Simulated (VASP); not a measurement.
A run of VASP 6.6.1:

File POSCAR:

```
SbAs
1.0
    2.0127488605      1.1620610964      3.6123300000
   -2.0127488605      1.1620610964      3.6123300000
    0.0000000000     -2.3241221929      3.6123300000
Sb As
1 1
Direct
    0.5000000000      0.5000000000      0.5000000000
    0.0000000000      0.0000000000      0.0000000000
```

The input INCAR.step1:

```
  PREC = Accurate
  ENCUT = 520
  ISMEAR = 0
  SIGMA = 0.15
  LREAL = False
  LASPH = True
  NELM = 60
  NBANDS = 12
  GGA = PE
  ALGO = Normal
  EDIFF = 1E-4
  LWAVE = True
  LCHARG = False
```

INCAR.step2

```
  PREC = Accurate
  ENCUT = 520
  EDIFF = 1E-7
  ISMEAR = 0
  SIGMA = 0.15
  LREAL = False
  LASPH = True
  NELM = 60
  ALGO = Normal
  ISIF = 2
  LWAVE = False
  LCHARG = True
  METAGGA = R2SCAN
  LMIXTAU = True
  LELF = True
  LVHAR = True
  NBANDS = 12
  ISTART = 1
```

KPOINTS

```
regular mesh
0
Gamma
  15 15 15
```

Potentials or basis: VASP PAW PBE potentials, release 64 (Sb, As).

Command:

```console
$ cat potpaw_PBE.64/Sb/POTCAR potpaw_PBE.64/As/POTCAR > POTCAR
$ cp INCAR.step1 INCAR
$ mpirun -np 1 vasp_std > vasp.out
$ cp INCAR.step2 INCAR
$ mpirun -np 1 vasp_std > vasp.out
```

Hardware: 1 thread of Intel(R) Xeon(R) Platinum 8375C CPU @ 2.90GHz (Ice Lake) (shared host).

Problem. Estimate the wall time of this run.

Solution. It took 6.5 min on 1 thread of Intel(R) Xeon(R) Platinum 8375C CPU @ 2.90GHz (Ice Lake), on a shared host, peak memory 0.37 GiB. Counts: k points 344.
